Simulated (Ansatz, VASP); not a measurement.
# AlN in VASP and in Ansatz

File INCAR:

```
SYSTEM = AlN
PREC = Accurate
ENCUT = 600
EDIFF = 1E-6
ISMEAR = 0
SIGMA = 0.02
LREAL = .FALSE.
LASPH = .TRUE.
NELM = 120
ALGO = Normal
ISIF = 2
LWAVE = .FALSE.
LCHARG = .FALSE.
GGA = PS
NBANDS = 11
GGA_COMPAT = .FALSE.
```

Contents of KPOINTS:

```
regular mesh
0
G
  10 10 10
  0 0 0
```

Contents of POSCAR:

```
AlN
1.0
    0.0000000000      2.1886939076      2.1886939076
    2.1886939076      0.0000000000      2.1886939076
    2.1886939076      2.1886939076      0.0000000000
Al N
1 1
Direct
    0.0000000000      0.0000000000      0.0000000000
    0.2500000000      0.2500000000      0.2500000000
```

Input for Ansatz:

```yaml
crystal:
  lattice:
    - [0.0, 2.1886939014, 2.1886939014]
    - [2.1886939014, 0.0, 2.1886939014]
    - [2.1886939014, 2.1886939014, 0.0]
  atoms:
    - { symbol: Al, position: [0.0, 0.0, 0.0] }
    - { symbol: "N", position: [0.25, 0.25, 0.25] }
basis:
  ecutwfc: 420
kpoints:
  mp_grid: { grid: [10, 10, 10] }
  band_path:
    path:
      - [[0.0, 0.0, 0.0], [-0.5, -0.5, 0.0], [-0.375, -0.375, 0.25]]
      - [[-0.375, 0.0, 0.375], [0.0, 0.0, 0.0], [0.0, 0.0, 0.5], [-0.5, -0.25, 0.25], [-0.5, -0.5, 0.0]]
    npoints: 10
hamiltonian:
  xc: pbesol
  pseudopotentials: { kind: paw, azcp: { folder: soft_1 } }
scf:
  occupations: { method: gaussian, width: 0.02 }
  n_extra_bands: 7
output:
  forces: true
  stress: true
  eigenvalues: true
```

Alike in both runs: task single point; functional PBEsol; k mesh 10 × 10 × 10; occupations gaussian, width 0.02 eV; no spin polarisation.

|  | VASP | Ansatz |
| --- | --- | --- |
| version | VASP 6.6.1 | Ansatz 0.2.0 |
| potentials or method | VASP PAW PBE potentials, release 64 (Al, N), cutoff 600 eV | scalar-relativistic, plane waves, PAW |
| valence electrons in the cell | 8 | 8 |

VASP gave:

- gap on the k mesh at the Fermi level (eV): 3.18
- least direct gap on the mesh (eV): 4.08
- pressure (GPa): -0.1

Which values does Ansatz return?

gap on the k mesh at the Fermi level (eV): 3.19; least direct gap on the mesh (eV): 4.06; pressure (GPa): 0.0.

VASP's potentials were made for PBE, not for PBEsol, and Ansatz warns of the same on its side. The functional is the same, so the differences come from potentials, cutoffs and numerics.
